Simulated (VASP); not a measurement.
TaN, 4 atoms in the cell. The structure is hexagonal, space group P6_3/mmc (No. 194). The conventional cell has a = 2.922 Å, b = 2.922 Å, c = 5.917 Å, α = 90.00°, β = 90.00°, γ = 120.00°. Ta (site symmetry -3m) has 6 N at 2.24 Å and 8 Ta at 2.92 to 2.96 Å within 3.0 Å. Within 3.0 Å of N (site symmetry -6m2) lie 6 Ta at 2.24 Å and 6 N at 2.92 Å. 

| Property | Result |
| --- | --- |
| Program | VASP 6.6.1 |
| Task | density of states |
| Functional | PBEsol |
| Potentials or basis | VASP PAW PBE potentials, release 64 (Ta_pv, N) |
| Cutoff | 520 eV |
| k mesh | 6 × 6 × 3 |
| Occupations | fermi-dirac, width 0.05 eV |
| Spin | no spin polarisation |
| Dipole correction | no |
| k mesh for the DOS | 9 × 9 × 5 |
| Occupations for the DOS | tetrahedron |
| Further INCAR settings | ALGO = Normal; EDIFF = 1e-06 |

Potentials or basis: VASP PAW PBE potentials, release 64 (Ta_pv, N).

Run with:

```console
$ cat potpaw_PBE.64/Ta_pv/POTCAR potpaw_PBE.64/N/POTCAR > POTCAR
$ cp INCAR.step1 INCAR
$ cp KPOINTS.step1 KPOINTS
$ mpirun -np 1 vasp_std > vasp.out
$ cp INCAR.step2 INCAR
$ cp KPOINTS.step2 KPOINTS
$ mpirun -np 1 vasp_std > vasp.out
```

Hardware: 1 thread of Intel Xeon 8259CL (shared host).

Estimate the wall time of this run.

Run time: 49 s on 1 thread of Intel Xeon 8259CL, on a shared host, peak memory 0.18 GiB. Counts: k points 36.
